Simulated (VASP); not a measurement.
# Ti (Pm-3m) in VASP: a series of runs, part 2 of 2

VASP 6.6.1. The steps go on from the part before.

### 4 Single point, PBEsol

This run uses another cell than the first one, of 17.67 Å³/atom, 1.107 times its volume.

Contents of INCAR:

```
ALGO     = Normal         # electronic algorithm
EDIFF    = 1E-6           # SCF threshold, eV
ENCUT    = 520            # plane-wave cutoff, eV
GGA      = PS             # functional
ISIF     = 2              # what is computed and relaxed
ISMEAR   = -1             # smearing method
LASPH    = T              # aspherical terms in the spheres
LCHARG   = T              # write CHGCAR
LELF     = T              # ELF
LREAL    = F              # projectors in reciprocal space
LVHAR    = T            
LWAVE    = F              # write WAVECAR
NBANDS   = 12             # bands
NELM     = 60             # most SCF steps
PREC     = Accurate       # precision mode
SIGMA    = 0.1            # smearing width, eV
```

Contents of KPOINTS:

```
k-points
0
Gamma
  8 8 8
```

Contents of POSCAR:

```
Ti
1.0
    2.6044542623      0.0000000000      0.0000000000
    0.0000000000      2.6044542623      0.0000000000
    0.0000000000      0.0000000000      2.6044542623
Ti
1
Direct
    0.0000000000      0.0000000000      0.0000000000
```

Potentials or basis: VASP PAW PBE potentials, release 64 (Ti_sv).

Started as:

```console
$ cat potpaw_PBE.64/Ti_sv/POTCAR > POTCAR
$ mpirun -np 1 vasp_std > vasp.out
```

OUTCAR:

```text
EDIFF = 1E-6
   ENCUT = 520
   GGA = PS
   ISIF = 2
   ISMEAR = -1
   LASPH = T
   LREAL = F
   NELM = 60
   PREC = Accurate

 ion  position               nearest neighbor table
   1  0.000  0.000  0.000-

  LATTYP: Found a simple cubic cell.
 ALAT       =     2.6044542623

  Lattice vectors:

 A1 = (   2.6044542623,   0.0000000000,   0.0000000000)
 A2 = (   0.0000000000,   2.6044542623,   0.0000000000)
 A3 = (   0.0000000000,   0.0000000000,   2.6044542623)

Analysis of symmetry for initial positions (statically):
=====================================================================
 Subroutine PRICEL returns:
 Original cell was already a primitive cell.

 Routine SETGRP: Setting up the symmetry group for a
 simple cubic supercell.

 Subroutine GETGRP returns: Found 48 space group operations
 (whereof 48 operations were pure point group operations)
 out of a pool of 48 trial point group operations.

The static configuration has the point symmetry O_h .

Analysis of symmetry for dynamics (positions and initial velocities):
[... 168 lines left out ...]
      3     -24.2769      2.00000
      4     -24.2769      2.00000
      5       2.0183      2.00000
      6       6.4707      2.00000
      7       6.4707      2.00000
      8      11.9270      0.00000
      9      11.9270      0.00000
     10      11.9270      0.00000
     11      23.9107      0.00000
     12      23.9107      0.00000
[... 331 lines left out ...]
 k-point    24 :       0.5000    0.3750    0.1250
  band No.  band energies     occupation
      1     -48.1712      2.00000
      2     -25.1120      2.00000
      3     -24.9612      2.00000
      4     -24.2511      2.00000
      5       5.4386      2.00000
      6       8.0960      0.10971
      7       9.2591      0.00000
      8       9.5696      0.00000
      9      11.6690      0.00000
     10      13.8830      0.00000
     11      15.1370      0.00000
     12      20.4237      0.00000

 [... further k-points ...]

------------------------ aborting loop because EDIFF is reached ----------------------------------------

  FORCE on cell =-STRESS in cart. coord.  units (eV):
  Direction    XX          YY          ZZ          XY          YZ          ZX
  --------------------------------------------------------------------------------------
  -------------------------------------------------------------------------------------
  Total       -0.0138408     -0.0138408     -0.0138408      0.0000000     -0.0000000     -0.0000000
  in kB       -1.2552271     -1.2552271     -1.2552271      0.0000000     -0.0000000     -0.0000000
  external PRESSURE =      -1.2552271 kB  Pullay stress =       0.0000000 kB

 VOLUME and BASIS-vectors are now :
 -----------------------------------------------------------------------------
  energy-cutoff  :      520.00
  volume of cell :       17.67
      direct lattice vectors                 reciprocal lattice vectors
     2.604454262  0.000000000  0.000000000     0.383957597  0.000000000  0.000000000
     0.000000000  2.604454262  0.000000000     0.000000000  0.383957597  0.000000000
     0.000000000  0.000000000  2.604454262     0.000000000  0.000000000  0.383957597

 POSITION                                       TOTAL-FORCE (eV/Angst)
 -----------------------------------------------------------------------------------
      0.00000      0.00000      0.00000         0.000000      0.000000      0.000000
 -----------------------------------------------------------------------------------
    total drift:                               -0.000000      0.000000      0.000000

  FREE ENERGIE OF THE ION-ELECTRON SYSTEM (eV)
  ---------------------------------------------------
  free  energy   TOTEN  =        -7.5259425913 eV

  energy  without entropy=       -7.4429935289  energy(sigma->0) =       -7.48446806
```

stdout:

```text
POSCAR found type information on POSCAR Ti
 POSCAR found :  1 types and       1 ions
 scaLAPACK will be used
 -----------------------------------------------------------------------------
|                                                                             |
|                                                                             |
|     You enforced a specific xc type in the INCAR file but a different       |
|     I HOPE YOU KNOW WHAT YOU ARE DOING!                                     |
|                                                                             |
 -----------------------------------------------------------------------------

 LDA part: xc-table for (Slater+PW92), standard interpolation
 POSCAR, INCAR and KPOINTS ok, starting setup
 FFT: planning ... GRIDC
 FFT: planning ... GRID_SOFT
 FFT: planning ... GRID
 WAVECAR not read
 entering main loop
```

It took 4.9 s on 1 thread of Intel Xeon 6455B, shared host; peak memory 0.12 GiB.

What came out:

| Item | Value |
| --- | --- |
| Free energy | -7.5259 eV |
| Pressure | -0.1 GPa |
| Band gap on the k mesh | zero (band 6 reaches 8.47 eV, above the bottom of band 7 at 6.47 eV) |

Caveat: the PAW data sets were made with another functional, which shifts forces and pressure a little.

### 5 Single point, PBEsol

This run uses another cell than the first one, of 16.72 Å³/atom, 1.048 times its volume.

Contents of INCAR:

```
SYSTEM = Ti
  PREC = Accurate
  ENCUT = 520
  EDIFF = 1E-7
  ISMEAR = -1
  SIGMA = 0.1
  LREAL = .False.
  LASPH = .True.
  NELM = 100
  ALGO = Normal
  ISIF = 2
  LWAVE = .False.
  LCHARG = .False.
  GGA = PS
  NBANDS = 12
```

Contents of KPOINTS:

```
regular mesh
0
Gamma
  8 8 8
  0 0 0
```

Contents of POSCAR:

```
Ti
1.0
    2.5569661942      0.0000000000      0.0000000000
    0.0000000000      2.5569661942      0.0000000000
    0.0000000000      0.0000000000      2.5569661942
Ti
1
Direct
    0.0000000000      0.0000000000      0.0000000000
```

Started as:

```console
$ cat potpaw_PBE.64/Ti_sv/POTCAR > POTCAR
$ mpirun -np 1 vasp_std > vasp.out
```

Wall time 5.2 s (1 thread of Intel Xeon 6455B, shared host); peak memory 0.13 GiB.

It converged, with:

- Free energy: -7.5119 eV
- Pressure: 4.9 GPa
- Band gap on the k mesh: zero (band 6 reaches 9.08 eV, above the bottom of band 7 at 6.93 eV)

Levels at points of the mesh, in eV from the Fermi level:
| k point | band 4 | band 5 | band 6 | band 7 | band 8 | band 9 |
| --- | --- | --- | --- | --- | --- | --- |
| (0.00, 0.00, 0.00) | -31.94 | -5.90 | -1.46 | -1.46 | 4.38 | 4.38 |
| (0.50, 0.00, 0.00) | -31.83 | -1.85 | -0.65 | -0.08 | 2.24 | 2.24 |
| (0.50, 0.50, 0.00) | -31.73 | -3.09 | -0.06 | 2.73 | 2.73 | 5.69 |
| (0.50, 0.50, 0.50) | -32.75 | -1.40 | -1.40 | -1.40 | 5.81 | 5.81 |

Caveat: the PAW data sets were made with another functional, which shifts forces and pressure a little.

### 6 Relaxation of cell and atoms, PBEsol

This run uses another cell than the first one, of 19.47 Å³/atom, 1.220 times its volume.

Contents of INCAR:

```
SYSTEM = Ti
PREC = Accurate
ENCUT = 600
EDIFF = 1E-6
ISMEAR = -1
SIGMA = 0.1
LREAL = .False.
LASPH = .True.
NELM = 60
ALGO = Normal
ISIF = 3
LWAVE = .False.
LCHARG = .False.
GGA = PS
IBRION = 2
NSW = 80
EDIFFG = -0.01
```

KPOINTS is that of step 5.

Contents of POSCAR:

```
Ti
1.0
    2.6900000000      0.0000000000      0.0000000000
    0.0000000000      2.6900000000      0.0000000000
    0.0000000000      0.0000000000      2.6900000000
Ti
1
Direct
    0.0000000000      0.0000000000      0.0000000000
```

Potentials or basis: VASP PAW PBE potentials, release 64 (Ti_sv).

Started as:

```console
$ cat potpaw_PBE.64/Ti_sv/POTCAR > POTCAR
$ mpirun -np 1 vasp_std > vasp.out
```

Wall time 17 s (1 thread of Intel Xeon 6455B, shared host); peak memory 0.14 GiB.

Results (log left out):

| Quantity | Value |
| --- | --- |
| Free energy | -7.5269 eV |
| Relaxed volume | 17.65 Å³/atom |
| Relaxed cell | a = 2.604 Å, b = 2.604 Å, c = 2.604 Å, α = 90.00°, β = 90.00°, γ = 90.00° |
| Space group after relaxing (to 0.05 Å) | Pm-3m (No. 221) |
| Energy gained by relaxing | 43.3 meV/atom |
| Ionic steps | 4 |
| Pressure after relaxing | 0.0 GPa |
| Band gap on the k mesh | zero (band 6 reaches 8.47 eV, above the bottom of band 7 at 6.48 eV) |

Step by step:
| step | energy change (eV) | largest force (eV/Å) | pressure (GPa) | volume (Å³) |
| --- | --- | --- | --- | --- |
| 1 | 0.0000 | 0.0000 | -7.06 | 19.47 |
| 2 | -0.0396 | 0.0000 | 2.26 | 17.15 |
| 3 | -0.0433 | 0.0000 | 0.10 | 17.62 |
| 4 | -0.0433 | 0.0000 | -0.02 | 17.65 |

Final structure:
```xyz
1
Lattice="2.6038 0.0000 0.0000 0.0000 2.6038 0.0000 0.0000 0.0000 2.6038" Properties=species:S:1:pos:R:3 pbc="T T T"
Ti    0.0000    0.0000    0.0000
```

Levels at points of the mesh, in eV from the Fermi level:
```tsv
k point	band 2	band 3	band 4	band 5	band 6	band 7	band 8	band 9	band 10
(0.00, 0.00, 0.00)	-32.09	-32.09	-32.09	-5.79	-1.34	-1.34	4.12	4.12	4.12
(0.50, 0.00, 0.00)	-33.07	-32.00	-32.00	-1.86	-0.59	-0.16	2.14	2.14	4.30
(0.50, 0.50, 0.00)	-32.92	-32.92	-31.92	-2.84	-0.08	2.59	2.59	5.34	5.42
(0.50, 0.50, 0.50)	-32.79	-32.79	-32.79	-1.26	-1.26	-1.26	5.44	5.44	9.10
```

Caveat: the PAW data sets were made with another functional, which shifts forces and pressure a little.

### 7 Overview

| task | cell | cutoff (eV) | gap on the mesh (eV) | pressure (GPa) |
| --- | --- | --- | --- | --- |
| single point | a = 2.517 Å, 1 atom | 520 | none | 9.8 |
| single point | a = 2.452 Å, 1 atom | 520 | none | 19.9 |
| single point | a = 2.604 Å, 1 atom | 520 | none | -0.1 |
| single point | a = 2.557 Å, 1 atom | 520 | none | 4.9 |
| relaxation of cell and atoms | relaxed from a = 2.690 Å, 1 atom | 600 | none | 0.0 |

Alike in all rows: level PBEsol; potentials or basis VASP PAW PBE potentials, release 64 (Ti_sv); no spin polarisation; k mesh 8 × 8 × 8; smearing fermi-dirac 0.1 eV.

Caveats: the PAW data sets were made with another functional, which shifts forces and pressure a little.

Absolute energies hang on the potentials; compare differences alone.
